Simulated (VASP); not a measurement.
# ScGaN (P4/mmm) in VASP: single point with PBE

Aim: the single point of ScGaN with PBE.

Program: VASP 6.6.1. These are calculated values, not measurements. Logs are shortened: lines on timing, memory, paths and dates and some standing lists are left out, and cuts for length are marked.

## 1. The cell of the first run

It takes space group P4/mmm (No. 123, tetragonal). Conventional cell: a = 3.105 Å, b = 3.105 Å, c = 4.472 Å, α = 90.00°, β = 90.00°, γ = 90.00°. Within 2.9 Å of Sc (site symmetry 4/mmm) lie 4 N at 2.20 Å. Ga (site symmetry 4/mmm) has 2 N at 2.24 Å and 4 Ga at 3.11 Å and 8 Sc at 3.13 Å within 3.2 Å. Within 2.9 Å of N (site symmetry 4/mmm) lie 4 Sc at 2.20 Å and 2 Ga at 2.24 Å.

## 2. Single point, PBE

The input, POSCAR:

```
ScGaN
1.0
    3.1052580813      0.0000000000      0.0000000000
    0.0000000000      3.1052569437      0.0000000000
    0.0000000000      0.0000000000      4.4724209915
Sc Ga N
1 1 1
Direct
    0.0000000000      0.0000000000      0.0000000000
    0.5000000000      0.5000000000      0.5000000000
    0.5000000000      0.5000000000      0.0000000000
```

The input, INCAR.step1:

```
PREC     = Accurate       # precision mode
ENCUT    = 520            # plane-wave cutoff, eV
EDIFF    = 1E-6           # SCF threshold, eV
ISMEAR   = 0              # smearing method
SIGMA    = 0.1            # smearing width, eV
LREAL    = False          # projectors in reciprocal space
LASPH    = True           # aspherical terms in the spheres
NELM     = 60             # most SCF steps
ALGO     = Normal         # electronic algorithm
ISIF     = 2              # what is computed and relaxed
LWAVE    = False          # write WAVECAR
LCHARG   = True           # write CHGCAR
LMAXMIX  = 4              # l up to which the mixer works
GGA      = PE             # functional
NBANDS   = 22             # bands
```

The input, KPOINTS.step1:

```
regular mesh
0
Gamma
  14 14 14
```

The input, INCAR.step2:

```
PREC     = Accurate       # precision mode
ENCUT    = 520            # plane-wave cutoff, eV
EDIFF    = 1E-6           # SCF threshold, eV
ISMEAR   = -5             # smearing method
SIGMA    = 0.1            # smearing width, eV
LREAL    = False          # projectors in reciprocal space
LASPH    = True           # aspherical terms in the spheres
NELM     = 60             # most SCF steps
ALGO     = Normal         # electronic algorithm
ISIF     = 2              # what is computed and relaxed
LWAVE    = False          # write WAVECAR
LCHARG   = False          # write CHGCAR
LMAXMIX  = 4              # l up to which the mixer works
GGA      = PE             # functional
LORBIT   = 11             # projections on sites
NEDOS    = 1001           # points of the DOS
ICHARG   = 11             # starting density
```

The input, KPOINTS.step2:

```
regular mesh
0
Gamma
  21 21 21
```

Potentials or basis: VASP PAW PBE potentials, release 64 (Sc_sv, Ga_d, N).

Launch:

```
$ cat potpaw_PBE.64/Sc_sv/POTCAR potpaw_PBE.64/Ga_d/POTCAR potpaw_PBE.64/N/POTCAR > POTCAR
$ cp INCAR.step1 INCAR
$ cp KPOINTS.step1 KPOINTS
$ mpirun -np 1 vasp_std > vasp.out
$ cp INCAR.step2 INCAR
$ cp KPOINTS.step2 KPOINTS
$ mpirun -np 1 vasp_std > vasp.out
```

OUTCAR:

```text
PREC = Accurate
   ENCUT = 520
   EDIFF = 1E-6
   ISMEAR = -5
   LREAL = False
   LASPH = True
   NELM = 60
   ISIF = 2
   GGA = PE
   LORBIT = 11
   ICHARG = 11

 ion  position               nearest neighbor table
   1  0.000  0.000  0.000-   3 2.20   3 2.20   3 2.20   3 2.20   2 3.13   2 3.13   2 3.13   2 3.13
                             2 3.13   2 3.13   2 3.13   2 3.13
   2  0.500  0.500  0.500-   3 2.24   3 2.24   1 3.13   1 3.13   1 3.13   1 3.13   1 3.13   1 3.13
                             1 3.13   1 3.13
   3  0.500  0.500  0.000-   1 2.20   1 2.20   1 2.20   1 2.20   2 2.24   2 2.24

  LATTYP: Found a simple tetragonal cell.
 ALAT       =     3.1052580813
 C/A-ratio  =     1.4402735214

  Lattice vectors:

 A1 = (   3.1052580813,   0.0000000000,   0.0000000000)
 A2 = (   0.0000000000,   3.1052569437,   0.0000000000)
 A3 = (   0.0000000000,   0.0000000000,   4.4724209915)

Analysis of symmetry for initial positions (statically):
=====================================================================
 Subroutine PRICEL returns:
 Original cell was already a primitive cell.

 Routine SETGRP: Setting up the symmetry group for a
 simple tetragonal supercell.

 Subroutine GETGRP returns: Found 16 space group operations
 (whereof 16 operations were pure point group operations)
 out of a pool of 16 trial point group operations.

The static configuration has the point symmetry D_4h.

Analysis of symmetry for dynamics (positions and initial velocities):
=====================================================================
 Subroutine PRICEL returns:
 Original cell was already a primitive cell.

 Routine SETGRP: Setting up the symmetry group for a
 simple tetragonal supercell.

 Subroutine GETGRP returns: Found 16 space group operations
 (whereof 16 operations were pure point group operations)
 out of a pool of 16 trial point group operations.

The dynamic configuration has the point symmetry D_4h.

 Subroutine INISYM returns: Found 16 space group operations
 (whereof 16 operations are pure point group operations),
 and found     1 'primitive' translations

----------------------------------------------------------------------------------------

                                     Primitive cell

  volume of cell :      43.1259

  direct lattice vectors                    reciprocal lattice vectors
     3.105258081  0.000000000  0.000000000     0.322034425  0.000000000  0.000000000
     0.000000000  3.105256944  0.000000000     0.000000000  0.322034543  0.000000000
     0.000000000  0.000000000  4.472420991     0.000000000  0.000000000  0.223592547

  length of vectors
     3.105258081  3.105256944  4.472420991     0.322034425  0.322034543  0.223592547

  position of ions in fractional coordinates (direct lattice)
     0.000000000  0.000000000  0.000000000
     0.500000000  0.500000000  0.500000000
     0.500000000  0.500000000  0.000000000

  ion indices of the primitive-cell ions
   primitive index   ion index
                 1           1
                 2           2
                 3           3

----------------------------------------------------------------------------------------

 KPOINTS: regular mesh

Automatic generation of k-mesh.
 Grid dimensions read from file:
 generate k-points for:   21   21   21

 Generating k-lattice:

  Cartesian coordinates                     Fractional coordinates (reciprocal lattice)
     0.015334973  0.000000000  0.000000000     0.047619048  0.000000000  0.000000000
     0.000000000  0.015334978  0.000000000     0.000000000  0.047619048  0.000000000
     0.000000000  0.000000000  0.010647264     0.000000000  0.000000000  0.047619048

  Length of vectors
     0.015334973  0.015334978  0.010647264

  Shift w.r.t. Gamma in fractional coordinates (k-lattice)
     0.000000000  0.000000000  0.000000000

 TETIRR: Found  13849 inequivalent tetrahedra from    55566

 Subroutine IBZKPT returns following result:
 ===========================================

 Found    726 irreducible k-points:

 Following reciprocal coordinates:
            Coordinates               Weight
  0.000000  0.000000  0.000000      1.000000
  0.047619  0.000000  0.000000      4.000000
  0.095238  0.000000  0.000000      4.000000
  0.142857  0.000000  0.000000      4.000000
  0.190476  0.000000  0.000000      4.000000
  0.238095  0.000000  0.000000      4.000000
[... 16 lines left out ...]
  0.142857  0.095238  0.000000      8.000000
  0.190476  0.095238  0.000000      8.000000
 [... further k-points ...]
   k-points           NKPTS =    726   k-points in BZ     NKDIM =    726   number of bands    NBANDS=     18
   number of dos      NEDOS =   1001   number of ions     NIONS =      3
   total plane-waves  NPLWV =  20736
   dimension x,y,z NGX =    24 NGY =   24 NGZ =   36
   dimension x,y,z NGXF=    48 NGYF=   48 NGZF=   72
   ions per type =               1   1   1
   NGX,Y,Z   is equivalent  to a cutoff of  12.85, 12.85, 13.38 a.u.
   NGXF,Y,Z  is equivalent  to a cutoff of  25.70, 25.70, 26.76 a.u.
 SYSTEM =  unknown system
   PREC   = accura    normal or accurate (medium, high low for compatibility)
   ISTART =      0    job   : 0-new  1-cont  2-samecut
   ICHARG =     11    charge: 1-file 2-atom 10-const
   ISPIN  =      1    spin polarized calculation?
   LNONCOLLINEAR =      F non collinear calculations
   LSORBIT =      F    spin-orbit coupling
   LASPH  =      T    aspherical Exc in radial PAW
   ENCUT  =  520.0 eV  38.22 Ry    6.18 a.u.   5.77  5.77  8.32*2*pi/ulx,y,z
   NELM   =     60;   NELMIN=  2; NELMDL=  0     # of ELM steps
   EDIFF  = 0.1E-05   stopping-criterion for ELM
   LREAL  =      F    real-space projection
   EDIFFG = 0.1E-04   stopping-criterion for IOM
   NSW    =      0    number of steps for IOM
   IBRION =     -1    ionic relax: 0-MD 1-quasi-New 2-CG
   NFREE  =      0    steps in history (QN), initial steepest desc. (CG)
   ISIF   =      2    stress and relaxation
   ISYM   =      2    0-nonsym 1-usesym 2-fastsym
   POTIM  = 0.5000    time-step for ionic-motion
   TEBEG  =    0.0;   TEEND  =   0.0 temperature during run
   PSTRESS=    0.0 pullay stress
   NELECT =      29.0000    total number of electrons
   NUPDOWN=      -1.0000    fix difference up-down
   EMIN   =  10.00;   EMAX   =-10.00  energy-range for DOS
   EFERMI =   0.00;   METHOD = LEGACY
   ISMEAR =    -5;   SIGMA  =   0.10  broadening in eV -4-tet -1-fermi 0-gaus
   EFERMI_NEDOS =   21; number of points for ismear=-14 and -15
   IALGO  =     38    algorithm
   IMIX   =      4    mixing-type and parameters
     AMIX     =   0.40;   BMIX     =  1.00
     AMIX_MAG =   1.60;   BMIX_MAG =  1.00
  volume/ion in A,a.u.               =      14.38        97.01
  Fermi-wavevector in a.u.,A,eV,Ry     =   1.434261  2.710360 27.988608  2.057105
  Thomas-Fermi vector in A             =   2.553689
   LORBIT       =     11    0 simple, 1 ext, 2 COOP (PROOUT), +10 PAW based schemes
   GGA     = PE    functional components
   LHFCALC =     F    Hartree Fock is set to
   AEXX    =    0.0000 exact exchange contribution
   IVDW    =     0    specifies the selected vdW correction
   LEPSILON=     F    determine dielectric tensor
   LRPA    =     F    only Hartree local field effects (RPA)
 non-spin polarized calculation
 Fermi weights with tetrahedron method with Bloechl corrections
  energy-cutoff  :      520.00
  volume of cell :       43.13
 maximum number of plane-waves:      1180
 NGX is ok and might be reduce to    24

 number of electron      28.9999989 magnetization

 Free energy of the ion-electron system (eV)
  ---------------------------------------------------
  ext. energy  EPLUGINS =         0.00000000
  ---------------------------------------------------
  free energy    TOTEN  =       -20.10465493 eV

  energy without entropy =      -20.10465493  energy(sigma->0) =      -20.10465493

 E-fermi :   6.1163     XC(G=0): -11.3167

 val. band max:        6.1489292952   @ k =   0.4286   0.4286   0.0952
 cond. band min:       6.0758229554   @ k =   0.4762   0.4762   0.0952
 fundamental gap:     -0.0731063397
 Fermi energy:         6.1162878939

 k-point     1 :       0.0000    0.0000    0.0000
  band No.  band energies     occupation
      1     -43.4999      2.00000
      2     -22.2980      2.00000
      3     -21.9257      2.00000
      4     -21.9257      2.00000
      5      -9.7784      2.00000
      6      -8.9219      2.00000
[... 10 lines left out ...]
     17       8.6464      0.00000
     18       9.1509      0.00000

 k-point     2 :       0.0476    0.0000    0.0000
  band No.  band energies     occupation
      1     -43.4989      2.00000
      2     -22.2970      2.00000
      3     -21.9369      2.00000
      4     -21.9243      2.00000
      5      -9.7630      2.00000
      6      -8.9193      2.00000
[... 10 lines left out ...]
     17       8.6567      0.00000
     18       9.2811      0.00000

 k-point     3 :       0.0952    0.0000    0.0000
  band No.  band energies     occupation
      1     -43.4962      2.00000
      2     -22.2940      2.00000
      3     -21.9691      2.00000
      4     -21.9204      2.00000
      5      -9.7189      2.00000
      6      -8.9121      2.00000
[... 10 lines left out ...]
     17       8.6743      0.00000
     18       9.3211      0.00000

 k-point     4 :       0.1429    0.0000    0.0000
  band No.  band energies     occupation
      1     -43.4918      2.00000
      2     -22.2894      2.00000
      3     -22.0191      2.00000
      4     -21.9141      2.00000
      5      -9.6526      2.00000
      6      -8.9010      2.00000
[... 375 lines left out ...]
      4     -21.9555      2.00000
      5      -9.6683      2.00000
      6      -8.9018      2.00000
[... 10 lines left out ...]
     17       8.8942      0.00000
     18       9.2018      0.00000

 k-point    23 :       0.1429    0.0952    0.0000
  band No.  band energies     occupation
      1     -43.4882      2.00000
      2     -22.2856      2.00000
      3     -22.0142      2.00000
      4     -21.9541      2.00000
      5      -9.6122      2.00000
      6      -8.8902      2.00000
[... 10 lines left out ...]
     17       8.9593      0.00000
     18       9.1502      0.00000

 k-point    24 :       0.1905    0.0952    0.0000
  band No.  band energies     occupation
      1     -43.4827      2.00000
      2     -22.2798      2.00000
      3     -22.0756      2.00000
      4     -21.9459      2.00000
      5      -9.5452      2.00000
      6      -8.8759      2.00000
[... 10 lines left out ...]
     17       8.3578      0.00000
     18       9.0856      0.00000

 [... further k-points ...]

------------------------ aborting loop because EDIFF is reached ----------------------------------------

  FORCE on cell =-STRESS in cart. coord.  units (eV):
  Direction    XX          YY          ZZ          XY          YZ          ZX
  --------------------------------------------------------------------------------------
  -------------------------------------------------------------------------------------
  Total        0.2103498      0.2103497      0.0673698      0.0000000     -0.0000000     -0.0000000
  in kB        7.8147448      7.8147391      2.5028666      0.0000000     -0.0000000     -0.0000000
  external PRESSURE =       6.0441168 kB  Pullay stress =       0.0000000 kB

 VOLUME and BASIS-vectors are now :
 -----------------------------------------------------------------------------
  energy-cutoff  :      520.00
  volume of cell :       43.13
      direct lattice vectors                 reciprocal lattice vectors
     3.105258081  0.000000000  0.000000000     0.322034425  0.000000000  0.000000000
     0.000000000  3.105256944  0.000000000     0.000000000  0.322034543  0.000000000
     0.000000000  0.000000000  4.472420991     0.000000000  0.000000000  0.223592547

 POSITION                                       TOTAL-FORCE (eV/Angst)
 -----------------------------------------------------------------------------------
      0.00000      0.00000      0.00000         0.000000      0.000000      0.000000
      1.55263      1.55263      2.23621         0.000000      0.000000      0.000000
      1.55263      1.55263      0.00000         0.000000      0.000000      0.000000
 -----------------------------------------------------------------------------------
    total drift:                                0.000000     -0.000000     -0.000000

  FREE ENERGIE OF THE ION-ELECTRON SYSTEM (eV)
  ---------------------------------------------------
  free  energy   TOTEN  =       -20.1046549314 eV

  energy  without entropy=      -20.1046549314  energy(sigma->0) =      -20.10465493

 total charge

# of ion       s       p       d       tot
------------------------------------------
    1        2.191   6.218   1.131   9.540
    2        0.928   0.640   9.984  11.551
    3        1.273   2.416   0.000   3.689
--------------------------------------------------
tot          4.392   9.274  11.115  24.781
```

It took 2.9 min on 1 thread of Intel Xeon 6975P-C (Granite Rapids), shared host; peak memory 0.72 GiB.

What came out:

```yaml
Valence_electrons_inside_the_program's_atomic_spheres: Sc 9.54; Ga 11.55; N 3.69
```
